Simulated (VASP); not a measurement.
Write the native input for VASP 6.6.1 that does the following.

* Task: single point
* Functional: PBEsol
* Potentials or basis: VASP PAW PBE potentials, release 64 (Hg)
* Cutoff: 520 eV
* k mesh: 20 × 20 × 20
* Occupations: gaussian, width 0.15 eV
* Spin: no spin polarisation
* Dipole correction: no
* Further INCAR settings: ALGO = Fast; EDIFF = 1e-07; NBANDS = 12

The structure of Hg lies in POSCAR:

```
Hg
1.0
    0.0000000000      2.1310580592      3.0133160957
    2.1310580592      0.0000000000      3.0133160957
    2.1310580592      2.1310580592      0.0000000000
Hg
1
Direct
    0.0000000000      0.0000000000      0.0000000000
```

This cell differs from its parent crystal: ratio of the length along z to the lengths across it x 1.414, volume and fractional coordinates fixed.

One way to write it, as run:

INCAR

```
PREC     = Accurate       # precision mode
ENCUT    = 520            # plane-wave cutoff, eV
EDIFF    = 1E-7           # SCF threshold, eV
ISMEAR   = 0              # smearing method
SIGMA    = 0.15           # smearing width, eV
LREAL    = F              # projectors in reciprocal space
LASPH    = T              # aspherical terms in the spheres
NELM     = 60             # most SCF steps
ALGO     = Fast           # electronic algorithm
ISIF     = 2              # what is computed and relaxed
LWAVE    = F              # write WAVECAR
LCHARG   = T              # write CHGCAR
GGA      = PS             # functional
LELF     = T              # ELF
LVHAR    = T            
NBANDS   = 12             # bands
```

KPOINTS

```
Automatic mesh
0
Gamma
  20 20 20
```

Potentials or basis: VASP PAW PBE potentials, release 64 (Hg).

Run with:

```bash
$ cat potpaw_PBE.64/Hg/POTCAR > POTCAR
$ mpirun -np 1 vasp_std > vasp.out
```

Results of the run:

```json
{
  "Pressure": "-2.4 GPa",
  "Band gap on the k mesh": "zero (bands 6 and 7 overlap by 3.47 eV)"
}
```

Caveat: the PAW data sets were made with another functional, which shifts forces and pressure a little; spin-orbit coupling is left out, which moves the levels of the heavy elements.

Wall time 2.8 min on 1 thread of Oxide Virtual Turin-like Processor (shared host), peak memory 0.28 GiB.
